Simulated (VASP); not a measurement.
Input of a VASP 6.6.1 run:

The input INCAR:

```
SYSTEM = Ti
PREC     = Accurate       ! precision mode
ENCUT    = 520            ! plane-wave cutoff, eV
EDIFF    = 1E-6           ! SCF threshold, eV
ISMEAR   = 0              ! smearing method
SIGMA    = 0.15           ! smearing width, eV
LREAL    = .FALSE.        ! projectors in reciprocal space
LASPH    = .TRUE.         ! aspherical terms in the spheres
NELM     = 60             ! most SCF steps
ALGO     = Fast           ! electronic algorithm
ISIF     = 2              ! what is computed and relaxed
LWAVE    = .FALSE.        ! write WAVECAR
LCHARG   = .FALSE.        ! write CHGCAR
GGA      = PE             ! functional
NBANDS   = 19             ! bands
```

KPOINTS

```
regular mesh
0
G
  18 18 10
  0 0 0
```

The input POSCAR:

```
Ti
1.0
    2.9499978604      0.0000000000      0.0110624920
   -1.4749989302      2.5547730882     -0.0055312460
    0.0175725000      0.0000000000      4.6860000000
Ti
2
Direct
    0.3333333333      0.6666666667      0.2500000000
    0.6666666667      0.3333333333      0.7500000000
```

Potentials or basis: VASP PAW PBE potentials, release 64 (Ti_sv).

The run is started by

```sh
$ cat potpaw_PBE.64/Ti_sv/POTCAR > POTCAR
$ mpirun -np 1 vasp_std > vasp.out
```

What does it give for the pressure?

-2.1 GPa.

What does it give for the band gap on the k mesh?

Zero (band 12 reaches 8.93 eV, above the bottom of band 13 at 7.83 eV).

Stress tensor (GPa, compression positive):
```
-1.99  0.00 -0.31
 0.00 -1.99  0.00
-0.31  0.00 -2.45
```

Caveat: the cell differs from its parent crystal (strain +0.0075 x Voigt [0, 0, 0, 0, 1, 0]).
